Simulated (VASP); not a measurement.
# Hf2N: relaxation of cell and atoms with r2SCAN

Crystal: Hf2N.

```
Hf N
1.0
     5.31312    0.00000    0.00000
     0.00000    5.31312    0.00000
     0.00000    0.00000    3.24210
Hf N
4 2
Direct
  0.29554 0.29554 0.00000
  0.70446 0.70446 0.00000
  0.79554 0.20446 0.50000
  0.20446 0.79554 0.50000
  0.00000 0.00000 0.00000
  0.50000 0.50000 0.50000
```

```yaml
Program: VASP 6.6.1
Task: relaxation of cell and atoms
Functional: r2SCAN
Potentials_or_basis: VASP PAW PBE potentials, release 64 (Hf_pv, N)
Cutoff: 600 eV
k_mesh: 1 × 1 × 2
Occupations: gaussian, width 0.1 eV
Spin: no spin polarisation
Dipole_correction: no
Further_INCAR_settings: ALGO = Normal; EDIFF = 1e-07; IBRION = 2; EDIFFG = -0.01; NSW = 80; ISIF = 3
```

```json
{"Relaxed volume": "15.89 Å³/atom", "Relaxed cell": "a = 5.484 Å, b = 5.484 Å, c = 3.171 Å, α = 90.00°, β = 90.00°, γ = 90.00°", "Space group after relaxing (to 0.1 Å)": "P4_2/mnm (No. 136)", "Energy gained by relaxing": "104.3 meV/atom", "Ionic steps": "28", "Pressure after relaxing": "0.0 GPa", "Band gap on the k mesh": "zero (bands 25 and 26 overlap by 2.45 eV)"}
```

Step by step:
| step | energy change (eV) | largest force (eV/Å) | pressure (GPa) | volume (Å³) |
| --- | --- | --- | --- | --- |
| 1 | 0.0000 | 1.0280 | 2.94 | 91.52 |
| 2 | -0.1911 | 0.1976 | -4.06 | 95.11 |
| 3 | -0.2395 | 0.3345 | -2.45 | 94.00 |
| 4 | -0.2279 | 0.0697 | 4.43 | 91.38 |
| 5 | -0.2534 | 0.1044 | 0.22 | 92.92 |
| 6 | -0.2534 | 0.0951 | 0.33 | 92.88 |
| 7 | -0.2564 | 0.0453 | 0.13 | 93.08 |
| 8 | -0.2565 | 0.0434 | 0.09 | 93.13 |
| 9 | -0.2565 | 0.0442 | 0.08 | 93.14 |
| 10 | -0.2573 | 0.0579 | -0.06 | 93.27 |
| 11 | -0.2626 | 0.3984 | -0.47 | 93.65 |
| 12 | -0.3240 | 1.5554 | -1.43 | 94.41 |
| 13 | -0.4956 | 1.2987 | -3.32 | 95.93 |
| 14 | -0.4714 | 0.4265 | -4.39 | 98.99 |
| 15 | -0.5529 | 0.5460 | -4.12 | 97.29 |
| 16 | -0.5527 | 0.5923 | -4.09 | 97.21 |
| 17 | -0.5594 | 0.5592 | -3.81 | 97.08 |
| 18 | -0.5772 | 0.4585 | -2.95 | 96.69 |
| 19 | -0.6027 | 0.2490 | -1.18 | 95.91 |
| 20 | -0.6110 | 0.2025 | 2.60 | 94.36 |
| 21 | -0.6147 | 0.0313 | 1.18 | 94.93 |
| 22 | -0.6180 | 0.0321 | 0.96 | 95.02 |
| 23 | -0.6242 | 0.0357 | 0.31 | 95.29 |
| 24 | -0.6207 | 0.0507 | -0.92 | 95.83 |
| 25 | -0.6254 | 0.0389 | -0.11 | 95.47 |
| 26 | -0.6254 | 0.0389 | -0.09 | 95.46 |
| 27 | -0.6254 | 0.0293 | -0.06 | 95.44 |
| 28 | -0.6255 | 0.0006 | 0.01 | 95.37 |

Final structure:
```
Hf N
1.0
     5.48443    0.00000    0.00000
     0.00000    5.48443    0.00000
     0.00000    0.00000    3.17057
Hf N
4 2
Direct
  0.31530 0.31530 0.00000
  0.68470 0.68470 0.00000
  0.81530 0.18470 0.50000
  0.18470 0.81530 0.50000
  0.00000 0.00000 0.00000
  0.50000 0.50000 0.50000
```

Levels at points of the mesh, in eV from the Fermi level:
| k point | band 21 | band 22 | band 23 | band 24 | band 25 | band 26 | band 27 | band 28 | band 29 | band 30 |
| --- | --- | --- | --- | --- | --- | --- | --- | --- | --- | --- |
| (0.00, 0.00, 0.00) | -5.30 | -2.67 | -1.76 | -0.30 | 0.31 | 0.31 | 0.78 | 0.82 | 1.31 | 1.69 |
| (0.00, 0.00, 0.50) | -2.55 | -2.55 | -2.30 | -2.30 | -2.14 | -2.14 | 1.78 | 1.78 | 3.64 | 3.64 |

Wall time 10 min on 1 thread of Intel(R) Xeon(R) 6975P-C (Granite Rapids), on a shared host, peak memory 0.24 GiB.

Caveat: the k points lie up to 1.15 Å⁻¹ apart in the final cell, too coarse for converged energies and pressures of a metal; the PAW data sets were made with another functional, which shifts forces and pressure a little; spin-orbit coupling is left out, which moves the levels of the heavy elements.
